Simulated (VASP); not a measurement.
Here is a VASP 6.6.1 calculation.

Contents of INCAR:

```
SYSTEM = ZnS
PREC     = Accurate       ! precision mode
ENCUT    = 600            ! plane-wave cutoff, eV
EDIFF    = 1E-6           ! SCF threshold, eV
ISMEAR   = -1             ! smearing method
SIGMA    = 0.05           ! smearing width, eV
LREAL    = .False.        ! projectors in reciprocal space
LASPH    = .True.         ! aspherical terms in the spheres
NELM     = 80             ! most SCF steps
ALGO     = Normal         ! electronic algorithm
ISIF     = 3              ! what is computed and relaxed
LWAVE    = .False.        ! write WAVECAR
LCHARG   = .False.        ! write CHGCAR
GGA      = PS             ! functional
IVDW     = 13             ! dispersion correction
IBRION   = 2              ! ionic algorithm
NSW      = 60             ! ionic steps
EDIFFG   = -0.01          ! ionic threshold
```

File KPOINTS:

```
Automatic mesh
0
Gamma
  9 9 9
  0 0 0
```

File POSCAR:

```
ZnS
1.0
    0.0000000000      2.7020000000      2.7020000000
    2.7020000000      0.0000000000      2.7020000000
    2.7020000000      2.7020000000      0.0000000000
Zn S
1 1
Direct
    0.7500000000      0.7500000000      0.7500000000
    0.0000000000      0.0000000000      0.0000000000
```

Potentials or basis: VASP PAW PBE potentials, release 64 (Zn, S).

Command:

```bash
$ cat potpaw_PBE.64/Zn/POTCAR potpaw_PBE.64/S/POTCAR > POTCAR
$ mpirun -np 1 vasp_std > vasp.out
```

**Question.** Estimate the space group after relaxing (to 0.05 Å).

**Answer.** F-43m (No. 216).

**Question.** What does it give for the relaxed volume?

**Answer.** 18.93 Å³/atom.

Step by step:
```
step  energy change (eV)  largest force (eV/Å)  pressure (GPa)  volume (Å³)
   1              0.0000                0.0000           -3.10        39.45
   2             -0.0148                0.0000            1.25        37.32
   3             -0.0166                0.0000           -0.09        37.83
   4             -0.0166                0.0000            0.12        37.79
   5             -0.0166                0.0000           -0.04        37.87
```

Caveat: the PAW data sets were made with another functional, which shifts forces and pressure a little.
